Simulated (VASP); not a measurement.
A run of VASP 6.6.1:

File INCAR:

```
ALGO = Normal
EDIFF = 1E-6
ENCUT = 600
GGA_COMPAT = F
ISIF = 2
ISMEAR = 0
LASPH = T
LCHARG = F
LREAL = F
LWAVE = F
NBANDS = 27
NELM = 120
PREC = Accurate
SIGMA = 0.05
```

File KPOINTS:

```
k-points
0
Gamma
  8 8 8
```

Contents of POSCAR:

```
KTaO3
1.0
    3.9909476257      0.1036609773      0.1036609773
    0.1036609773      3.9909476257      0.1036609773
    0.1036609773      0.1036609773      3.9909476257
K Ta O
1 1 3
Direct
    0.5000000000      0.5000000000      0.5000000000
    0.0000000000      0.0000000000      0.0000000000
    0.5000000000      0.0000000000      0.0000000000
    0.0000000000      0.5000000000      0.0000000000
    0.0000000000      0.0000000000      0.5000000000
```

Potentials or basis: VASP PAW LDA potentials, release 64 (K_sv, Ta_pv, O).

Run with:

```sh
$ cat potpaw_LDA.64/K_sv/POTCAR potpaw_LDA.64/Ta_pv/POTCAR potpaw_LDA.64/O/POTCAR > POTCAR
$ mpirun -np 1 vasp_std > vasp.out
```

Hardware: 1 thread of Intel Xeon 6975P-C (shared host).

**Question.** How long does it take, and how much memory?

**Answer.** Run time: 80 s on 1 thread of Intel Xeon 6975P-C, on a shared host, peak memory 0.25 GiB. Counts: scf iterations 13, k points 65.
